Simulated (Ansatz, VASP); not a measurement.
# InGa2P3: VASP beside Ansatz

INCAR

```
PREC = Accurate
ENCUT = 520
EDIFF = 1E-6
ISMEAR = -1
SIGMA = 0.02
LREAL = F
LASPH = T
NELM = 100
ALGO = Normal
ISIF = 2
LWAVE = F
LCHARG = F
GGA = PE
NBANDS = 36
```

The input KPOINTS:

```
regular mesh
0
Gamma
  10 10 10
```

POSCAR

```
InGa2P3
1.0
   -1.9752820567      1.9752820567      8.4556549177
    1.9752820567     -1.9752820567      8.4556549177
    1.9752820567      1.9752820567     -8.4556549177
Ga P In
2 3 1
Direct
    0.8289898267      0.8289898267      0.0000000000
    0.1710101733      0.1710101733      0.0000000000
    0.2500000000      0.7500000000      0.5000000000
    0.5928874339      0.0928874339      0.5000000000
    0.9071125661      0.4071125661      0.5000000000
    0.5000000000      0.5000000000      0.0000000000
```

Input for Ansatz:

```yaml
crystal:
  lattice:
    - [-1.9752820567, 1.9752820567, 8.4556549177]
    - [1.9752820567, -1.9752820567, 8.4556549177]
    - [1.9752820567, 1.9752820567, -8.4556549177]
  atoms:
    - { symbol: Ga, position: [0.8289898267, 0.8289898267, 0.0] }
    - { symbol: P, position: [0.25, 0.75, 0.5] }
    - { symbol: Ga, position: [0.1710101733, 0.1710101733, 0.0] }
    - { symbol: P, position: [0.5928874339, 0.0928874339, 0.5] }
    - { symbol: In, position: [0.5, 0.5, 0.0] }
    - { symbol: P, position: [0.9071125661, 0.4071125661, 0.5] }
kpoints:
  mp_grid: { grid: [10, 10, 10] }
  band_path:
    path:
      - [[0.0, 0.0, 0.0], [2.49843722776e-17, 3.118526265071e-18, 0.5], [0.25, 0.25, 0.25], [3.740288189095e-17, 0.5, -2.063385430242e-18], [0.0, 0.0, 0.0], [0.5, 0.5, -0.5], [0.2636428072865, 0.7363571927135, -0.2636428072865]]
      - [[-0.2636428072865, 0.2636428072865, 0.2636428072865], [0.0, 0.0, 0.0]]
      - [[2.49843722776e-17, 3.118526265071e-18, 0.5], [-0.02728561457307, 0.02728561457307, 0.5]]
      - [[0.5, 0.5, -0.02728561457307], [0.5, 0.5, -0.5]]
    npoints: 10
hamiltonian:
  xc: pbe
scf:
  occupations: { method: fermi_dirac, width: 0.02 }
  n_extra_bands: 5
output:
  forces: true
  stress: true
  eigenvalues: true
  write_density: true
  write_potential: true
  elf: true
  volumetric_format: npy
```

Alike in both runs: task single point; functional PBE; k mesh 10 × 10 × 10; occupations fermi-dirac, width 0.02 eV; no spin polarisation.

```csv
,VASP,Ansatz
version,VASP 6.6.1,Ansatz 0.2.0
potentials or method,"VASP PAW PBE potentials, release 64 (Ga_d, P, In_d)","plane waves, PAW"
plane-wave cutoff (eV),520,420
valence electrons in the cell,54,54
```

```csv
,VASP,Ansatz,Ansatz less VASP
gap on the k mesh at the Fermi level (eV),1.16,1.17,+0.003
pressure (GPa),2.2,2.1,-0.02
rms of the force components (eV/Å),0.007,0.006,-0.0011
```
